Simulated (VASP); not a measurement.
# HfO2 in VASP: further runs

Runs on HfO2. Level: PBE. Tasks: single point.

Everything below comes from runs of VASP 6.6.1. Logs are shortened: lines on timing, memory, paths and dates and some standing lists are left out, and cuts for length are marked.

**1. The cell of the first run**

Symmetry: Fm-3m, No. 225, cubic system. The conventional cell has a = 5.143 Å, b = 5.143 Å, c = 5.143 Å, α = 90.00°, β = 90.00°, γ = 90.00°. Within 2.9 Å of Hf (site symmetry m-3m) lie 8 O at 2.23 Å. O (site symmetry -43m) has 4 Hf at 2.23 Å and 6 O at 2.57 Å within 2.9 Å.

**2. Single point, PBE**

Input file INCAR:

```
SYSTEM = HfO2
  PREC = Accurate
  ENCUT = 520
  EDIFF = 1E-6
  ISMEAR = 0
  SIGMA = 0.05
  LREAL = .False.
  LASPH = .True.
  NELM = 80
  ALGO = Normal
  ISIF = 2
  LWAVE = .False.
  LCHARG = .False.
  GGA = PE
  NBANDS = 18
```

Input file KPOINTS:

```
Automatic mesh
0
Gamma
  8 8 8
  0 0 0
```

Input file POSCAR:

```
HfO2
1.0
    0.0000000000      2.5714076277      2.5714076277
    2.5714076277      0.0000000000      2.5714076277
    2.5714076277      2.5714076277      0.0000000000
Hf O
1 2
Direct
    0.0000000000      0.0000000000      0.0000000000
    0.2500000000      0.2500000000      0.2500000000
    0.7500000000      0.7500000000      0.7500000000
```

Potentials or basis: VASP PAW PBE potentials, release 64 (Hf_pv, O).

Launch:

```console
$ cat potpaw_PBE.64/Hf_pv/POTCAR potpaw_PBE.64/O/POTCAR > POTCAR
$ mpirun -np 1 vasp_std > vasp.out
```

OUTCAR:

```text
SYSTEM = HfO2
   PREC = Accurate
   ENCUT = 520
   EDIFF = 1E-6
   ISMEAR = 0
   LREAL = .False.
   LASPH = .True.
   NELM = 80
   ISIF = 2
   GGA = PE

 ion  position               nearest neighbor table
   1  0.000  0.000  0.000-   3 2.23   3 2.23   3 2.23   2 2.23   3 2.23   2 2.23   2 2.23   2 2.23

   2  0.250  0.250  0.250-   1 2.23   1 2.23   1 2.23   1 2.23
   3  0.750  0.750  0.750-   1 2.23   1 2.23   1 2.23   1 2.23

  LATTYP: Found a face centered cubic cell.
 ALAT       =     5.1428152554

  Lattice vectors:

 A1 = (   0.0000000000,   2.5714076277,   2.5714076277)
 A2 = (   2.5714076277,   0.0000000000,   2.5714076277)
 A3 = (   2.5714076277,   2.5714076277,   0.0000000000)

Analysis of symmetry for initial positions (statically):
=====================================================================
 Subroutine PRICEL returns:
 Original cell was already a primitive cell.

 Routine SETGRP: Setting up the symmetry group for a
 face centered cubic supercell.

 Subroutine GETGRP returns: Found 48 space group operations
 (whereof 48 operations were pure point group operations)
 out of a pool of 48 trial point group operations.

The static configuration has the point symmetry O_h .

Analysis of symmetry for dynamics (positions and initial velocities):
=====================================================================
 Subroutine PRICEL returns:
 Original cell was already a primitive cell.

 Routine SETGRP: Setting up the symmetry group for a
 face centered cubic supercell.

 Subroutine GETGRP returns: Found 48 space group operations
 (whereof 48 operations were pure point group operations)
 out of a pool of 48 trial point group operations.

The dynamic configuration has the point symmetry O_h .

 Subroutine INISYM returns: Found 48 space group operations
 (whereof 48 operations are pure point group operations),
 and found     1 'primitive' translations

----------------------------------------------------------------------------------------

                                     Primitive cell

  volume of cell :      34.0050

  direct lattice vectors                    reciprocal lattice vectors
     0.000000000  2.571407628  2.571407628    -0.194446028  0.194446028  0.194446028
     2.571407628  0.000000000  2.571407628     0.194446028 -0.194446028  0.194446028
     2.571407628  2.571407628  0.000000000     0.194446028  0.194446028 -0.194446028

  length of vectors
     3.636519541  3.636519541  3.636519541     0.336790400  0.336790400  0.336790400

  position of ions in fractional coordinates (direct lattice)
     0.000000000  0.000000000  0.000000000
     0.250000000  0.250000000  0.250000000
     0.750000000  0.750000000  0.750000000

  ion indices of the primitive-cell ions
   primitive index   ion index
                 1           1
                 2           2
                 3           3

----------------------------------------------------------------------------------------

 KPOINTS: Automatic mesh

Automatic generation of k-mesh.
 Grid dimensions read from file:
 generate k-points for:    8    8    8

 Generating k-lattice:

  Cartesian coordinates                     Fractional coordinates (reciprocal lattice)
    -0.024305754  0.024305754  0.024305754     0.125000000  0.000000000  0.000000000
     0.024305754 -0.024305754  0.024305754     0.000000000  0.125000000  0.000000000
     0.024305754  0.024305754 -0.024305754     0.000000000  0.000000000  0.125000000

  Length of vectors
     0.042098800  0.042098800  0.042098800

  Shift w.r.t. Gamma in fractional coordinates (k-lattice)
     0.000000000  0.000000000  0.000000000

 Subroutine IBZKPT returns following result:
 ===========================================

 Found     29 irreducible k-points:

 Following reciprocal coordinates:
            Coordinates               Weight
  0.000000  0.000000  0.000000      1.000000
  0.125000  0.000000  0.000000      8.000000
  0.250000  0.000000  0.000000      8.000000
  0.375000  0.000000  0.000000      8.000000
  0.500000  0.000000  0.000000      4.000000
  0.125000  0.125000  0.000000      6.000000
[... 16 lines left out ...]
  0.500000  0.250000  0.125000     48.000000
 -0.375000  0.250000  0.125000     24.000000
 [... further k-points ...]
   k-points           NKPTS =     29   k-points in BZ     NKDIM =     29   number of bands    NBANDS=     18
   number of dos      NEDOS =    301   number of ions     NIONS =      3
   total plane-waves  NPLWV =  21952
   dimension x,y,z NGX =    28 NGY =   28 NGZ =   28
   dimension x,y,z NGXF=    56 NGYF=   56 NGZF=   56
   ions per type =               1   2
   NGX,Y,Z   is equivalent  to a cutoff of  12.80, 12.80, 12.80 a.u.
   NGXF,Y,Z  is equivalent  to a cutoff of  25.60, 25.60, 25.60 a.u.
 SYSTEM =  HfO2
   PREC   = accura    normal or accurate (medium, high low for compatibility)
   ISTART =      0    job   : 0-new  1-cont  2-samecut
   ICHARG =      2    charge: 1-file 2-atom 10-const
   ISPIN  =      1    spin polarized calculation?
   LNONCOLLINEAR =      F non collinear calculations
   LSORBIT =      F    spin-orbit coupling
   LASPH  =      T    aspherical Exc in radial PAW
   ENCUT  =  520.0 eV  38.22 Ry    6.18 a.u.   6.76  6.76  6.76*2*pi/ulx,y,z
   NELM   =     80;   NELMIN=  2; NELMDL= -5     # of ELM steps
   EDIFF  = 0.1E-05   stopping-criterion for ELM
   LREAL  =      F    real-space projection
   EDIFFG = 0.1E-04   stopping-criterion for IOM
   NSW    =      0    number of steps for IOM
   IBRION =     -1    ionic relax: 0-MD 1-quasi-New 2-CG
   NFREE  =      0    steps in history (QN), initial steepest desc. (CG)
   ISIF   =      2    stress and relaxation
   ISYM   =      2    0-nonsym 1-usesym 2-fastsym
   POTIM  = 0.5000    time-step for ionic-motion
   TEBEG  =    0.0;   TEEND  =   0.0 temperature during run
   PSTRESS=    0.0 pullay stress
   NELECT =      22.0000    total number of electrons
   NUPDOWN=      -1.0000    fix difference up-down
   EMIN   =  10.00;   EMAX   =-10.00  energy-range for DOS
   EFERMI =   0.00;   METHOD = LEGACY
   ISMEAR =     0;   SIGMA  =   0.05  broadening in eV -4-tet -1-fermi 0-gaus
   EFERMI_NEDOS =   21; number of points for ismear=-14 and -15
   IALGO  =     38    algorithm
   IMIX   =      4    mixing-type and parameters
     AMIX     =   0.40;   BMIX     =  1.00
     AMIX_MAG =   1.60;   BMIX_MAG =  1.00
  volume/ion in A,a.u.               =      11.34        76.49
  Fermi-wavevector in a.u.,A,eV,Ry     =   1.415907  2.675677 27.276868  2.004793
  Thomas-Fermi vector in A             =   2.537297
   LORBIT       =      0    0 simple, 1 ext, 2 COOP (PROOUT), +10 PAW based schemes
   GGA     = PE    functional components
   LHFCALC =     F    Hartree Fock is set to
   AEXX    =    0.0000 exact exchange contribution
   IVDW    =     0    specifies the selected vdW correction
   LEPSILON=     F    determine dielectric tensor
   LRPA    =     F    only Hartree local field effects (RPA)
 non-spin polarized calculation
 Gauss-broadening in eV      SIGMA  =   0.05
  energy-cutoff  :      520.00
  volume of cell :       34.01
 maximum number of plane-waves:       941
   NGX = 13   NGY = 13   NGZ = 13

 number of electron      21.9999995 magnetization

 Free energy of the ion-electron system (eV)
  ---------------------------------------------------
  ext. energy  EPLUGINS =         0.00000000
  ---------------------------------------------------
  free energy    TOTEN  =       -30.20760659 eV

  energy without entropy =      -30.20760659  energy(sigma->0) =      -30.20760659

 E-fermi :   4.2375     XC(G=0): -11.6115

 val. band max:        3.9191028724   @ k =   0.5000   0.5000   0.0000
 cond. band min:       7.6039565296   @ k =   0.5000   0.5000   0.0000
 fundamental gap:      3.6848536572
 Fermi energy:         4.2374836769

 k-point     1 :       0.0000    0.0000    0.0000
  band No.  band energies     occupation
      1     -25.9681      2.00000
      2     -25.9681      2.00000
      3     -25.9681      2.00000
      4     -14.5506      2.00000
      5     -11.7286      2.00000
      6      -1.1667      2.00000
[... 10 lines left out ...]
     17      13.8096      0.00000
     18      17.2243      0.00000

 k-point     2 :       0.1250    0.0000    0.0000
  band No.  band energies     occupation
      1     -26.0225      2.00000
      2     -25.9742      2.00000
      3     -25.9742      2.00000
      4     -14.3636      2.00000
      5     -11.8805      2.00000
      6      -1.0240      2.00000
[... 10 lines left out ...]
     17      13.5696      0.00000
     18      17.1080      0.00000

 k-point     3 :       0.2500    0.0000    0.0000
  band No.  band energies     occupation
      1     -26.1497      2.00000
      2     -25.9888      2.00000
      3     -25.9888      2.00000
      4     -13.9144      2.00000
      5     -12.1987      2.00000
      6      -0.6696      2.00000
[... 10 lines left out ...]
     17      13.1306      0.00000
     18      16.1521      0.00000

 k-point     4 :       0.3750    0.0000    0.0000
  band No.  band energies     occupation
      1     -26.2713      2.00000
      2     -26.0033      2.00000
      3     -26.0033      2.00000
      4     -13.5056      2.00000
      5     -12.4127      2.00000
      6      -0.3119      2.00000
[... 375 lines left out ...]
      4     -13.5356      2.00000
      5     -12.4305      2.00000
      6      -0.6895      2.00000
[... 10 lines left out ...]
     17      13.3473      0.00000
     18      16.6548      0.00000

 k-point    23 :       0.5000    0.2500    0.1250
  band No.  band energies     occupation
      1     -26.2483      2.00000
      2     -26.0918      2.00000
      3     -26.0237      2.00000
      4     -13.1704      2.00000
      5     -12.5955      2.00000
      6      -0.6949      2.00000
[... 10 lines left out ...]
     17      14.3300      0.00000
     18      16.4382      0.00000

 k-point    24 :      -0.3750    0.2500    0.1250
  band No.  band energies     occupation
      1     -26.2720      2.00000
      2     -26.1096      2.00000
      3     -26.0319      2.00000
      4     -13.0715      2.00000
      5     -12.5975      2.00000
      6      -0.6999      2.00000
[... 10 lines left out ...]
     17      14.6394      0.00000
     18      16.3619      0.00000

 [... further k-points ...]

------------------------ aborting loop because EDIFF is reached ----------------------------------------

  FORCE on cell =-STRESS in cart. coord.  units (eV):
  Direction    XX          YY          ZZ          XY          YZ          ZX
  --------------------------------------------------------------------------------------
  -------------------------------------------------------------------------------------
  Total       -2.0252057     -2.0252057     -2.0252057      0.0000000      0.0000000      0.0000000
  in kB      -95.4194579    -95.4194579    -95.4194579      0.0000000      0.0000000      0.0000000
  external PRESSURE =     -95.4194579 kB  Pullay stress =       0.0000000 kB

 VOLUME and BASIS-vectors are now :
 -----------------------------------------------------------------------------
  energy-cutoff  :      520.00
  volume of cell :       34.01
      direct lattice vectors                 reciprocal lattice vectors
     0.000000000  2.571407628  2.571407628    -0.194446028  0.194446028  0.194446028
     2.571407628  0.000000000  2.571407628     0.194446028 -0.194446028  0.194446028
     2.571407628  2.571407628  0.000000000     0.194446028  0.194446028 -0.194446028

 POSITION                                       TOTAL-FORCE (eV/Angst)
 -----------------------------------------------------------------------------------
      0.00000      0.00000      0.00000         0.000000     -0.000000      0.000000
      1.28570      1.28570      1.28570        -0.000000      0.000000     -0.000000
      3.85711      3.85711      3.85711         0.000000      0.000000      0.000000
 -----------------------------------------------------------------------------------
    total drift:                                0.000000      0.000000      0.000000

  FREE ENERGIE OF THE ION-ELECTRON SYSTEM (eV)
  ---------------------------------------------------
  free  energy   TOTEN  =       -30.2076065878 eV

  energy  without entropy=      -30.2076065878  energy(sigma->0) =      -30.20760659
```

Run time: 16 s. Hardware: 1 thread of AMD EPYC 7R13 (Zen 3), shared host; peak memory 0.13 GiB.

Results:

| Item | Value |
| --- | --- |
| Free energy | -30.2076 eV |
| Pressure | -9.5 GPa |
| Band gap on the k mesh | 3.68 eV, direct |

Levels at points of the mesh, in eV from the valence-band top:
```tsv
k point	band 8	band 9	band 10	band 11	band 12	band 13	band 14	band 15
(0.00, 0.00, 0.00)	-5.09	-0.59	-0.59	-0.59	3.77	3.77	5.49	9.89
(0.50, 0.00, 0.00)	-2.98	-2.63	-1.78	-1.78	4.45	4.45	6.59	8.92
(0.50, 0.50, 0.00)	-3.36	-1.46	-1.46	0.00	3.68	5.27	6.25	7.78
```

Caveat: spin-orbit coupling is left out, which moves the levels of the heavy elements.

**3. Single point, PBE**

This run uses another cell than the first one, of 11.63 Å³/atom, 1.026 times its volume.

Input file INCAR:

```
SYSTEM = HfO2
PREC = Accurate ; ENCUT = 520
EDIFF = 1E-6 ; ISMEAR = 0
SIGMA = 0.05 ; LREAL = .False.
LASPH = .True. ; NELM = 100
ALGO = Normal ; ISIF = 2
LWAVE = .False. ; LCHARG = .False.
GGA = PE ; NBANDS = 18
```

KPOINTS is that of step 2.

Input file POSCAR:

```
HfO2
1.0
    0.0000000000      2.5934499822      2.5934499822
    2.5934499822      0.0000000000      2.5934499822
    2.5934499822      2.5934499822      0.0000000000
Hf O
1 2
Direct
    0.0000000000      0.0000000000      0.0000000000
    0.2500000000      0.2500000000      0.2500000000
    0.7500000000      0.7500000000      0.7500000000
```

Potentials or basis: VASP PAW PBE potentials, release 64 (Hf_pv, O).

Launch:

```console
$ cat potpaw_PBE.64/Hf_pv/POTCAR potpaw_PBE.64/O/POTCAR > POTCAR
$ mpirun -np 1 vasp_std > vasp.out
```

It took 15 s on 1 thread of AMD EPYC 7R13 (Zen 3), shared host; peak memory 0.13 GiB.

The run converged. Its results:

- Free energy: -30.1419 eV
- Pressure: -14.6 GPa
- Band gap on the k mesh: 3.61 eV, direct

Levels at points of the mesh, in eV from the valence-band top:
```tsv
k point	band 8	band 9	band 10	band 11	band 12	band 13	band 14	band 15
(0.00, 0.00, 0.00)	-4.94	-0.57	-0.57	-0.57	3.71	3.71	5.29	9.58
(0.50, 0.00, 0.00)	-2.94	-2.58	-1.75	-1.75	4.35	4.35	6.36	8.66
(0.50, 0.50, 0.00)	-3.30	-1.42	-1.42	0.00	3.61	5.14	6.03	7.56
```

Caveat: spin-orbit coupling is left out, which moves the levels of the heavy elements.

**4. Single point, PBE**

This run uses another cell than the first one, of 11.92 Å³/atom, 1.052 times its volume.

Input file INCAR:

```
SYSTEM = HfO2
ALGO = Normal
EDIFF = 1E-6
ENCUT = 520
GGA = PE
ISIF = 2
ISMEAR = 0
LASPH = .TRUE.
LCHARG = .FALSE.
LREAL = .FALSE.
LWAVE = .FALSE.
NBANDS = 18
NELM = 80
PREC = Accurate
SIGMA = 0.05
```

Input file KPOINTS:

```
k-points
0
G
  8 8 8
  0 0 0
```

Input file POSCAR:

```
HfO2
1.0
    0.0000000000      2.6151238871      2.6151238871
    2.6151238871      0.0000000000      2.6151238871
    2.6151238871      2.6151238871      0.0000000000
Hf O
1 2
Direct
    0.0000000000      0.0000000000      0.0000000000
    0.2500000000      0.2500000000      0.2500000000
    0.7500000000      0.7500000000      0.7500000000
```

Potentials or basis: VASP PAW PBE potentials, release 64 (Hf_pv, O).

Launch:

```console
$ cat potpaw_PBE.64/Hf_pv/POTCAR potpaw_PBE.64/O/POTCAR > POTCAR
$ mpirun -np 1 vasp_std > vasp.out
```

OUTCAR:

```text
SYSTEM = HfO2
   EDIFF = 1E-6
   ENCUT = 520
   GGA = PE
   ISIF = 2
   ISMEAR = 0
   LASPH = .TRUE.
   LREAL = .FALSE.
   NELM = 80
   PREC = Accurate

 ion  position               nearest neighbor table
   1  0.000  0.000  0.000-   3 2.26   3 2.26   3 2.26   2 2.26   3 2.26   2 2.26   2 2.26   2 2.26

   2  0.250  0.250  0.250-   1 2.26   1 2.26   1 2.26   1 2.26
   3  0.750  0.750  0.750-   1 2.26   1 2.26   1 2.26   1 2.26

  LATTYP: Found a face centered cubic cell.
 ALAT       =     5.2302477742
[... 697 lines left out ...]

  FORCE on cell =-STRESS in cart. coord.  units (eV):
  Direction    XX          YY          ZZ          XY          YZ          ZX
  --------------------------------------------------------------------------------------
  -------------------------------------------------------------------------------------
  Total       -4.2507197     -4.2507197     -4.2507197      0.0000000      0.0000000     -0.0000000
  in kB     -190.3996959   -190.3996959   -190.3996959      0.0000000      0.0000000     -0.0000000
  external PRESSURE =    -190.3996959 kB  Pullay stress =       0.0000000 kB

 VOLUME and BASIS-vectors are now :
 -----------------------------------------------------------------------------
  energy-cutoff  :      520.00
  volume of cell :       35.77
      direct lattice vectors                 reciprocal lattice vectors
     0.000000000  2.615123887  2.615123887    -0.191195531  0.191195531  0.191195531
     2.615123887  0.000000000  2.615123887     0.191195531 -0.191195531  0.191195531
     2.615123887  2.615123887  0.000000000     0.191195531  0.191195531 -0.191195531

 POSITION                                       TOTAL-FORCE (eV/Angst)
 -----------------------------------------------------------------------------------
      0.00000      0.00000      0.00000         0.000000      0.000000      0.000000
      1.30756      1.30756      1.30756         0.000000      0.000000      0.000000
      3.92269      3.92269      3.92269        -0.000000     -0.000000     -0.000000
 -----------------------------------------------------------------------------------
    total drift:                                0.000000      0.000000      0.000000

  FREE ENERGIE OF THE ION-ELECTRON SYSTEM (eV)
  ---------------------------------------------------
  free  energy   TOTEN  =       -30.0499765491 eV

  energy  without entropy=      -30.0499765491  energy(sigma->0) =      -30.04997655
```

Run time: 16 s. Hardware: 1 thread of AMD EPYC 7R13 (Zen 3), shared host; peak memory 0.13 GiB.

Results:

```
Free energy            : -30.0500 eV
Pressure               : -19.0 GPa
Band gap on the k mesh : 3.54 eV, direct
```

Levels at points of the mesh, in eV from the valence-band top:
```tsv
k point	band 7	band 8	band 9	band 10	band 11	band 12	band 13	band 14	band 15	band 16
(0.00, 0.00, 0.00)	-4.80	-4.80	-0.56	-0.56	-0.56	3.64	3.64	5.10	9.29	9.29
(0.50, 0.00, 0.00)	-3.85	-2.90	-2.52	-1.72	-1.72	4.25	4.25	6.14	8.40	8.40
(0.50, 0.50, 0.00)	-3.24	-3.24	-1.38	-1.38	0.00	3.54	5.01	5.81	7.35	7.35
```

Caveat: spin-orbit coupling is left out, which moves the levels of the heavy elements.

[end of part 1 of 2]
